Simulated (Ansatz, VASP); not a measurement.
## BP in VASP and in Ansatz

```
B P
1.0
     0.00000    2.23240    2.34402
     2.23240    0.00000    2.34402
     2.23240    2.23240    0.00000
B P
1 1
Cartesian
  0.0000 0.0000 0.0000
  3.3486 3.3486 3.5160
```

Alike in both runs: task single point; functional r2SCAN; k mesh 12 × 12 × 12; occupations gaussian, width 0.05 eV; no spin polarisation.

```csv
,VASP,Ansatz
version,VASP 6.6.1,Ansatz 0.2.0
potentials or method,"VASP PAW PBE potentials, release 64 (B, P), cutoff 520 eV","scalar-relativistic, plane waves, PAW"
valence electrons in the cell,8,8
```

VASP gave:

```
gap on the k mesh at the Fermi level (eV)                     : 1.05
least direct gap on the mesh (eV)                             : 3.38
pressure (GPa)                                                : -0.7
traceless stress, the component that is largest in VASP (GPa) : -10.01
```

Question: Which values does Ansatz return?

Answer: gap on the k mesh at the Fermi level (eV): 1.03; least direct gap on the mesh (eV): 3.34; pressure (GPa): -0.2; traceless stress, the component that is largest in VASP (GPa): -9.97.

VASP's potentials were made for PBE, not for r2SCAN.
